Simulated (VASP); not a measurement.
A run of VASP 6.6.1 is set up as follows.

INCAR

```
SYSTEM = Pt
  PREC = Accurate
  ENCUT = 520
  EDIFF = 1E-6
  ISMEAR = 0
  SIGMA = 0.15
  LREAL = .FALSE.
  LASPH = .TRUE.
  NELM = 150
  ALGO = Normal
  ISIF = 2
  LWAVE = .FALSE.
  LCHARG = .TRUE.
  ISPIN = 2
  MAGMOM = 0.05
  LORBIT = 11
  NUPDOWN = 0.05
  LMAXMIX = 4
  GGA = PS
  LELF = .TRUE.
  LVHAR = .TRUE.
  NBANDS = 15
```

KPOINTS

```
regular mesh
0
G
  22 22 22
  0 0 0
```

Contents of POSCAR:

```
Pt
1.0
    0.0000000000      1.8335775616      1.8335775616
    1.8335775616      0.0000000000      1.8335775616
    1.8335775616      1.8335775616      0.0000000000
Pt
1
Direct
    0.0000000000      0.0000000000      0.0000000000
```

Potentials or basis: VASP PAW PBE potentials, release 64 (Pt).

Command:

```sh
$ cat potpaw_PBE.64/Pt/POTCAR > POTCAR
$ mpirun -np 1 vasp_std > vasp.out
```

(1) Predict the pressure.

## Answers

(1) 96.6 GPa.

Caveat: the cell stands under pressure; the PAW data sets were made with another functional, which shifts forces and pressure a little; the total moment is fixed, so each spin has its own Fermi level.
